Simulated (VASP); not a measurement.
# WSe (Pm-3m) in VASP: a series of runs

The runs below take WSe through relaxation of cell and atoms, single point, with PBE+U.

Everything below comes from runs of VASP 6.6.1. Logs are shortened: lines on timing, memory, paths and dates and some standing lists are left out, and cuts for length are marked.

## 1. The cell of the first run

The structure is cubic, space group Pm-3m (No. 221). Conventional cell: a = 3.549 Å, b = 3.549 Å, c = 3.549 Å, α = 90.00°, β = 90.00°, γ = 90.00°. W (site symmetry m-3m) has 8 Se at 3.07 Å and 6 W at 3.55 Å within 4.0 Å. Within 4.0 Å of Se (site symmetry m-3m) lie 8 W at 3.07 Å and 6 Se at 3.55 Å.

## 2. Relaxation of cell and atoms, PBE+U, collinear spin

INCAR

```
SYSTEM = WSe
  ALGO = Normal
  EDIFF = 1E-6
  EDIFFG = -0.01
  ENCUT = 600
  GGA = PE
  IBRION = 2
  ISIF = 3
  ISMEAR = 0
  ISPIN = 2
  LASPH = .TRUE.
  LCHARG = .FALSE.
  LDAU = .TRUE.
  LDAUJ = 0 0
  LDAUL = 2 -1
  LDAUPRINT = 1
  LDAUTYPE = 2
  LDAUU = 6.2 0
  LMAXMIX = 4
  LORBIT = 11
  LREAL = .FALSE.
  LWAVE = .FALSE.
  MAGMOM = 3.92 -0.49
  NELM = 150
  NSW = 100
  PREC = Accurate
  SIGMA = 0.1
```

KPOINTS

```
k-points
0
G
  12 12 12
  0 0 0
```

POSCAR

```
WSe
1.0
    3.5486714803      0.0000000000      0.0000000000
    0.0000000000      3.5486714803      0.0000000000
    0.0000000000      0.0000000000      3.5486714803
W Se
1 1
Direct
    0.0000000000      0.0000000000      0.0000000000
    0.5000000000      0.5000000000      0.5000000000
```

Potentials or basis: VASP PAW PBE potentials, release 64 (W_sv, Se).

Started as:

```console
> cat potpaw_PBE.64/W_sv/POTCAR potpaw_PBE.64/Se/POTCAR > POTCAR
> mpirun -np 1 vasp_std > vasp.out
```

OUTCAR:

```text
SYSTEM = WSe
   EDIFF = 1E-6
   EDIFFG = -0.01
   ENCUT = 600
   GGA = PE
   IBRION = 2
   ISIF = 3
   ISMEAR = 0
   ISPIN = 2
   LASPH = .TRUE.
   LORBIT = 11
   LREAL = .FALSE.
   NELM = 150
   NSW = 100
   PREC = Accurate

 ion  position               nearest neighbor table
   1  0.000  0.000  0.000-   2 3.07   2 3.07   2 3.07   2 3.07   2 3.07   2 3.07   2 3.07   2 3.07

   2  0.500  0.500  0.500-   1 3.07   1 3.07   1 3.07   1 3.07   1 3.07   1 3.07   1 3.07   1 3.07

  LATTYP: Found a simple cubic cell.
 ALAT       =     3.5486714803

  Lattice vectors:

 A1 = (   3.5486714803,   0.0000000000,   0.0000000000)
 A2 = (   0.0000000000,   3.5486714803,   0.0000000000)
 A3 = (   0.0000000000,   0.0000000000,   3.5486714803)

Analysis of symmetry for initial positions (statically):
=====================================================================
 Subroutine PRICEL returns:
 Original cell was already a primitive cell.

 Routine SETGRP: Setting up the symmetry group for a
 simple cubic supercell.

 Subroutine GETGRP returns: Found 48 space group operations
 (whereof 48 operations were pure point group operations)
 out of a pool of 48 trial point group operations.

The static configuration has the point symmetry O_h .

Analysis of symmetry for dynamics (positions and initial velocities):
=====================================================================
 Subroutine PRICEL returns:
 Original cell was already a primitive cell.

 Routine SETGRP: Setting up the symmetry group for a
 simple cubic supercell.

 Subroutine GETGRP returns: Found 48 space group operations
 (whereof 48 operations were pure point group operations)
 out of a pool of 48 trial point group operations.

The dynamic configuration has the point symmetry O_h .

Analysis of structural, dynamic, and magnetic symmetry:
=====================================================================
 Subroutine PRICEL returns:
 Original cell was already a primitive cell.

 Routine SETGRP: Setting up the symmetry group for a
 simple cubic supercell.

 Subroutine GETGRP returns: Found 48 space group operations
[... 1183 lines left out ...]
  FREE ENERGIE OF THE ION-ELECTRON SYSTEM (eV)
  ---------------------------------------------------
  free  energy   TOTEN  =        -8.9196373615 eV

  energy  without entropy=       -8.9161915648  energy(sigma->0) =       -8.91791446

[... ionic steps 4 to 15 ...]

--------------------------------------- Ionic step       16  -------------------------------------------

 number of electron      20.0000002 magnetization       1.9075264

------------------------ aborting loop because EDIFF is reached ----------------------------------------
[... 61 lines left out ...]
  FREE ENERGIE OF THE ION-ELECTRON SYSTEM (eV)
  ---------------------------------------------------
  free  energy   TOTEN  =        -8.9198122417 eV

  energy  without entropy=       -8.9163381195  energy(sigma->0) =       -8.91807518

atom =   1  type =  1  l = 2

 onsite density matrix

spin component  1

  0.5992 -0.0000 -0.0000 -0.0000 -0.0000
 -0.0000  0.5992 -0.0000  0.0000 -0.0000
 -0.0000 -0.0000  0.3497 -0.0000  0.0000
 -0.0000  0.0000 -0.0000  0.5992 -0.0000
 -0.0000 -0.0000  0.0000 -0.0000  0.3497

spin component  2

  0.0808  0.0000  0.0000 -0.0000  0.0000
  0.0000  0.0808  0.0000 -0.0000 -0.0000
  0.0000  0.0000  0.2717  0.0000  0.0000
 -0.0000 -0.0000  0.0000  0.0808 -0.0000
  0.0000 -0.0000  0.0000 -0.0000  0.2717

 occupancies and eigenvectors

  o =  0.0808  v =  0.0000  0.0000  0.0000  0.0000  0.0000  0.0243  0.0220 -0.0000  0.9995  0.0000      0.0000  0.0000  0.0000  0.0000  0.0000  0.0000  0.0000  0.0000  0.0000  0.0000
  o =  0.0808  v =  0.0000  0.0000  0.0000  0.0000  0.0000  0.0483 -0.9986 -0.0000  0.0208 -0.0000      0.0000  0.0000  0.0000  0.0000  0.0000  0.0000  0.0000  0.0000  0.0000  0.0000
  o =  0.0808  v =  0.0000  0.0000  0.0000  0.0000  0.0000  0.9985  0.0478  0.0000 -0.0254 -0.0000      0.0000  0.0000  0.0000  0.0000  0.0000  0.0000  0.0000  0.0000  0.0000  0.0000
  o =  0.2717  v =  0.0000  0.0000  0.0000  0.0000  0.0000  0.0000 -0.0000 -0.1188 -0.0000  0.9929      0.0000  0.0000  0.0000  0.0000  0.0000  0.0000  0.0000  0.0000  0.0000  0.0000
  o =  0.2717  v =  0.0000  0.0000  0.0000  0.0000  0.0000 -0.0000 -0.0000 -0.9929 -0.0000 -0.1188      0.0000  0.0000  0.0000  0.0000  0.0000  0.0000  0.0000  0.0000  0.0000  0.0000
  o =  0.3497  v =  0.0000 -0.0000 -0.0100 -0.0000 -0.9999  0.0000  0.0000  0.0000  0.0000  0.0000      0.0000  0.0000  0.0000  0.0000  0.0000  0.0000  0.0000  0.0000  0.0000  0.0000
  o =  0.3497  v =  0.0000 -0.0000  0.9999  0.0000 -0.0100  0.0000  0.0000  0.0000  0.0000  0.0000      0.0000  0.0000  0.0000  0.0000  0.0000  0.0000  0.0000  0.0000  0.0000  0.0000
  o =  0.5992  v =  0.0000 -0.0734  0.0000 -0.9973 -0.0000  0.0000  0.0000  0.0000  0.0000  0.0000      0.0000  0.0000  0.0000  0.0000  0.0000  0.0000  0.0000  0.0000  0.0000  0.0000
  o =  0.5992  v =  1.0000  0.0000  0.0000  0.0000  0.0000  0.0000  0.0000  0.0000  0.0000  0.0000      0.0000  0.0000  0.0000  0.0000  0.0000  0.0000  0.0000  0.0000  0.0000  0.0000
  o =  0.5992  v =  0.0000 -0.9973 -0.0000  0.0734 -0.0000  0.0000  0.0000  0.0000  0.0000  0.0000      0.0000  0.0000  0.0000  0.0000  0.0000  0.0000  0.0000  0.0000  0.0000  0.0000

--------------------------------------- Ionic step       18  -------------------------------------------

 number of electron      20.0000002 magnetization       1.9094300

 Free energy of the ion-electron system (eV)
  ---------------------------------------------------
  ext. energy  EPLUGINS =         0.00000000
  ---------------------------------------------------
  free energy    TOTEN  =        -8.91981208 eV

  energy without entropy =       -8.91633577  energy(sigma->0) =       -8.91807393

 E-fermi :   9.6015     XC(G=0): -12.1414

 val. band max:        9.5781038067   @ k =   0.4167   0.3333   0.3333
 cond. band min:       9.6039624666   @ k =   0.5000   0.5000   0.3333
 fundamental gap:      0.0258586600
 Fermi energy:         9.6015154510

 spin component 1

 k-point     1 :       0.0000    0.0000    0.0000
  band No.  band energies     occupation
      1     -65.8597      1.00000
      2     -30.0991      1.00000
      3     -30.0991      1.00000
      4     -30.0991      1.00000
      5      -6.8037      1.00000
      6       6.0451      1.00000
[... 936 lines left out ...]
  FREE ENERGIE OF THE ION-ELECTRON SYSTEM (eV)
  ---------------------------------------------------
  free  energy   TOTEN  =        -8.9198120794 eV

  energy  without entropy=       -8.9163357738  energy(sigma->0) =       -8.91807393

 reached required accuracy - stopping structural energy minimisation

 total charge

# of ion       s       p       d       tot
------------------------------------------
    1        2.302   6.168   3.240  11.710
    2        1.493   2.224   0.116   3.833
--------------------------------------------------
tot          3.795   8.393   3.355  15.543

 magnetization (x)

# of ion       s       p       d       tot
------------------------------------------
    1        0.041   0.039   1.694   1.774
    2        0.036  -0.259   0.036  -0.187
--------------------------------------------------
tot          0.077  -0.220   1.730   1.587
```

OSZICAR:

```text
N       E                     dE             d eps       ncg     rms          rms(c)
DAV:   1     0.148546025489E+03    0.14855E+03   -0.10649E+04  5376   0.134E+03
DAV:   2    -0.288621973004E+01   -0.15143E+03   -0.14756E+03  6720   0.340E+02
[... 122 lines left out ...]
  17 F= -.89198122E+01 E0= -.89180752E+01  d E =-.682625E-04  mag=     1.9087
       N       E                     dE             d eps       ncg     rms          rms(c)
DAV:   1    -0.891984174808E+01   -0.28736E-04   -0.60670E-04  5456   0.276E-01    0.435E-02
DAV:   2    -0.891981549758E+01    0.26250E-04   -0.57169E-05  5432   0.731E-02    0.141E-02
DAV:   3    -0.891981239640E+01    0.31012E-05   -0.12237E-05  5816   0.262E-02    0.887E-03
DAV:   4    -0.891981207942E+01    0.31698E-06   -0.71467E-07  3424   0.725E-03
  18 F= -.89198121E+01 E0= -.89180739E+01  d E =-.681002E-04  mag=     1.9094
```

Run time: 6.4 min. Hardware: 1 thread of AMD EPYC 9R45 (Zen 5), shared host; peak memory 0.24 GiB.

What came out:

```
Free energy                                           : -8.9198 eV
Relaxed volume                                        : 17.57 Å³/atom
Relaxed cell                                          : a = 3.276 Å, b = 3.276 Å, c = 3.276 Å, α = 90.00°, β = 90.00°, γ = 90.00°
Space group after relaxing (to 0.1 Å)                 : Pm-3m (No. 221)
Energy gained by relaxing                             : 332.1 meV/atom
Ionic steps                                           : 18
Pressure after relaxing                               : 0.0 GPa
Net moment                                            : 1.91 μB per cell
Site moments                                          : W +1.77; Se -0.19 μB
Valence electrons inside the program's atomic spheres : W 11.71; Se 3.83
```

The path:
| step | energy change (eV) | largest force (eV/Å) | pressure (GPa) | volume (Å³) |
| --- | --- | --- | --- | --- |
| 1 | 0.0000 | 0.0000 | -15.38 | 44.69 |
| 2 | -0.5395 | 0.0000 | 14.96 | 32.20 |
| 3 | -0.6641 | 0.0000 | 0.47 | 35.02 |
| 4 | -0.6641 | 0.0000 | -0.32 | 35.22 |
| 5 | -0.6641 | 0.0000 | -0.36 | 35.22 |
| 6 | -0.6642 | 0.0000 | -0.31 | 35.21 |
| 7 | -0.6642 | 0.0000 | -0.29 | 35.21 |
| 8 | -0.6642 | 0.0000 | -0.29 | 35.21 |
| 9 | -0.6642 | 0.0000 | -0.29 | 35.21 |
| 10 | -0.6642 | 0.0000 | -0.29 | 35.21 |
| 11 | -0.6642 | 0.0000 | -0.30 | 35.21 |
| 12 | -0.6642 | 0.0000 | -0.27 | 35.21 |
| 13 | -0.6642 | 0.0000 | -0.26 | 35.20 |
| 14 | -0.6642 | 0.0000 | -0.22 | 35.18 |
| 15 | -0.6642 | 0.0000 | -0.14 | 35.16 |
| 16 | -0.6642 | 0.0000 | 0.13 | 35.10 |
| 17 | -0.6642 | 0.0000 | 0.10 | 35.13 |
| 18 | -0.6642 | 0.0000 | 0.02 | 35.14 |

Final structure:
```
CELL_PARAMETERS angstrom
3.27552 0.00000 0.00000
0.00000 3.27552 0.00000
0.00000 0.00000 3.27552
ATOMIC_POSITIONS crystal
W 0.00000 0.00000 0.00000
Se 0.50000 0.50000 0.50000
```

Levels at points of the mesh, in eV from the Fermi level:
Spin up:
```csv
k point,band 8,band 9,band 10,band 11,band 12,band 13,band 14,band 15
"(0.00, 0.00, 0.00)",-2.34,-2.34,-2.34,-1.00,-1.00,-1.00,-0.22,9.14
"(0.50, 0.00, 0.00)",-4.51,-2.69,-0.74,1.84,2.89,2.89,3.93,4.94
"(0.50, 0.50, 0.00)",-4.13,-2.41,-2.41,-1.37,-0.83,2.29,2.97,8.59
"(0.50, 0.50, 0.50)",-7.78,1.48,1.48,1.48,2.41,2.41,3.19,3.19
```
Spin down:
```csv
k point,band 5,band 6,band 7,band 8,band 9,band 10,band 11,band 12,band 13,band 14
"(0.00, 0.00, 0.00)",-16.44,-2.55,-2.55,-2.39,-2.39,-2.39,0.47,3.41,3.41,3.41
"(0.50, 0.00, 0.00)",-14.90,-8.87,-2.95,-2.95,-1.53,3.11,3.87,4.33,5.04,5.54
"(0.50, 0.50, 0.00)",-14.29,-6.32,-6.32,-3.16,-1.01,1.40,1.40,1.93,3.75,4.34
"(0.50, 0.50, 0.50)",-13.12,-6.67,-6.67,-6.67,2.01,2.01,2.01,3.87,3.87,6.34
```

Eigenvalues of the final occupation matrices:
```csv
site,spin,trace,eigenvalues
site 1 d,1,2.50,0.35 0.35 0.60 0.60 0.60
site 1 d,2,0.79,0.08 0.08 0.08 0.27 0.27
```

Caveat: the volume moved by over 15 % at a fixed basis, so the end points are rough; spin-orbit coupling is left out, which moves the levels of the heavy elements.

## 3. Single point, PBE+U, collinear spin

This run uses another cell than the first one: it holds 4 atoms, not 2.

INCAR

```
  PREC = Accurate
  ENCUT = 520
  EDIFF = 1E-6
  ISMEAR = 0
  SIGMA = 0.1
  LREAL = F
  LASPH = T
  NELM = 150
  ALGO = Normal
  ISIF = 2
  LWAVE = F
  LCHARG = F
  ISPIN = 2
  MAGMOM = 1 -1 0 0
  LORBIT = 11
  LMAXMIX = 4
  LDAU = T
  LDAUTYPE = 2
  LDAUL = 2 -1
  LDAUU = 6.2 0
  LDAUJ = 0 0
  LDAUPRINT = 1
  GGA = PE
  NBANDS = 32
```

KPOINTS

```
Automatic mesh
0
Gamma
  12 12 6
```

POSCAR

```
WSe
1.0
    3.5007105810      0.0000000000      0.0000000000
    0.0000000000      3.5007105810      3.5007105810
    0.0000000000      0.0000000000      7.0014211620
W Se
2 2
Direct
    0.0000000000      0.0000000000      0.0000000000
    0.0000000000      0.0000000000      0.5000000000
    0.5000000000      0.5000000000      0.0000000000
    0.5000000000      0.5000000000      0.5000000000
```

Potentials or basis: VASP PAW PBE potentials, release 64 (W_sv, Se).

Started as:

```console
> cat potpaw_PBE.64/W_sv/POTCAR potpaw_PBE.64/Se/POTCAR > POTCAR
> mpirun -np 1 vasp_std > vasp.out
```

Run time: 27 min. Hardware: 1 thread of Oxide Virtual Turin-like, shared host; peak memory 0.56 GiB.

It converged, with:

```
Free energy                                           : -17.9666 eV
Pressure                                              : -8.2 GPa
Band gap on the k mesh                                : zero (filled and empty bands overlap)
Net moment                                            : 0.00 μB per cell
Site moments                                          : W +3.00, -3.00; Se +0.00 μB
Valence electrons inside the program's atomic spheres : W 11.63; Se 3.76
```

Stress tensor (GPa, compression positive):
```
-7.69  0.00  0.00
 0.00 -8.48  0.00
 0.00  0.00 -8.48
```

Levels at points of the mesh, in eV from the Fermi level:
Spin up:
```tsv
k point	band 17	band 18	band 19	band 20	band 21	band 22	band 23	band 24
(0.00, 0.00, 0.00)	-2.08	-2.08	-2.07	-1.79	-0.92	-0.56	-0.54	3.09
(0.50, 0.00, 0.00)	-2.96	-0.30	1.27	1.64	1.64	1.69	1.81	1.81
(0.00, 0.50, 0.00)	-2.27	-2.15	0.32	0.32	2.44	2.46	3.16	3.16
(0.50, 0.50, 0.00)	-2.36	-2.36	-1.18	-1.03	-0.83	0.19	1.49	2.27
(0.00, 0.00, 0.50)	-2.11	-1.91	-1.55	-0.73	0.62	0.91	1.86	2.99
(0.50, 0.00, 0.50)	-2.96	-2.11	-1.85	-0.03	0.78	1.02	1.55	2.45
```
Spin down:
```tsv
k point	band 17	band 18	band 19	band 20	band 21	band 22	band 23	band 24
(0.00, 0.00, 0.00)	-2.08	-2.08	-2.07	-1.79	-0.92	-0.56	-0.54	3.09
(0.50, 0.00, 0.00)	-2.96	-0.30	1.27	1.64	1.64	1.69	1.81	1.81
(0.00, 0.50, 0.00)	-2.27	-2.15	0.32	0.32	2.44	2.46	3.16	3.16
(0.50, 0.50, 0.00)	-2.36	-2.36	-1.18	-1.03	-0.83	0.19	1.49	2.27
(0.00, 0.00, 0.50)	-2.11	-1.91	-1.55	-0.73	0.62	0.91	1.86	2.99
(0.50, 0.00, 0.50)	-2.96	-2.11	-1.85	-0.03	0.78	1.02	1.55	2.45
```

Eigenvalues of the final occupation matrices:
```tsv
site	spin	trace	eigenvalues
site 1 d	1	3.11	0.40 0.63 0.68 0.68 0.71
site 1 d	2	0.22	0.04 0.04 0.05 0.05 0.05
site 2 d	1	0.22	0.04 0.04 0.05 0.05 0.05
site 2 d	2	3.11	0.40 0.63 0.68 0.68 0.71
```

Caveat: the cell stands under tension; spin-orbit coupling is left out, which moves the levels of the heavy elements.

The gap in the log of VASP goes by the Fermi energy; the results here count the filled bands.